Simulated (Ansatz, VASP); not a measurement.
# Ga: VASP beside Ansatz

The input INCAR:

```
PREC     = Accurate       # precision mode
ENCUT    = 520            # plane-wave cutoff, eV
EDIFF    = 1E-7           # SCF threshold, eV
ISMEAR   = -1             # smearing method
SIGMA    = 0.08           # smearing width, eV
LREAL    = F              # projectors in reciprocal space
LASPH    = T              # aspherical terms in the spheres
NELM     = 100            # most SCF steps
ALGO     = Normal         # electronic algorithm
ISIF     = 2              # what is computed and relaxed
LWAVE    = F              # write WAVECAR
LCHARG   = T              # write CHGCAR
GGA      = PE             # functional
LELF     = T              # ELF
LVHAR    = T            
NBANDS   = 12             # bands
```

KPOINTS

```
regular mesh
0
Gamma
  16 16 16
```

The input POSCAR:

```
Ga
1.0
   -1.6799022261      1.6799022261      1.6799022261
    1.6799022261     -1.6799022261      1.6799022261
    1.6799022261      1.6799022261     -1.6799022261
Ga
1
Direct
    0.0000000000      0.0000000000      0.0000000000
```

Input for Ansatz:

```yaml
crystal:
  lattice:
    - [-1.6799022261, 1.6799022261, 1.6799022261]
    - [1.6799022261, -1.6799022261, 1.6799022261]
    - [1.6799022261, 1.6799022261, -1.6799022261]
  atoms:
    - { symbol: Ga, position: [0.0, 0.0, 0.0] }
kpoints:
  mp_grid: { grid: [16, 16, 16] }
scf:
  occupations: { method: fermi_dirac, width: 0.08 }
hamiltonian:
  xc: pbe
  pseudopotentials: { kind: paw }
output:
  forces: true
  stress: true
  eigenvalues: true
```

Change from the starting cell: volume scaled by 0.986, to set the pressure.

Alike in both runs: task single point; functional PBE; k mesh 16 × 16 × 16; occupations fermi-dirac, width 0.08 eV; no spin polarisation.

```csv
,VASP,Ansatz
version,VASP 6.6.1,Ansatz 0.2.0
potentials or method,"VASP PAW PBE potentials, release 64 (Ga_d)","PAW with Ansatz's default frozen-core files, scalar-relativistic"
plane-wave cutoff (eV),520,420
valence electrons in the cell,13,13
```

Ansatz gave:

| Item | Value |
| --- | --- |
| pressure (GPa) | 0.7 |

Q: What did VASP give for the same quantities?

A: Pressure (GPa): 0.8.
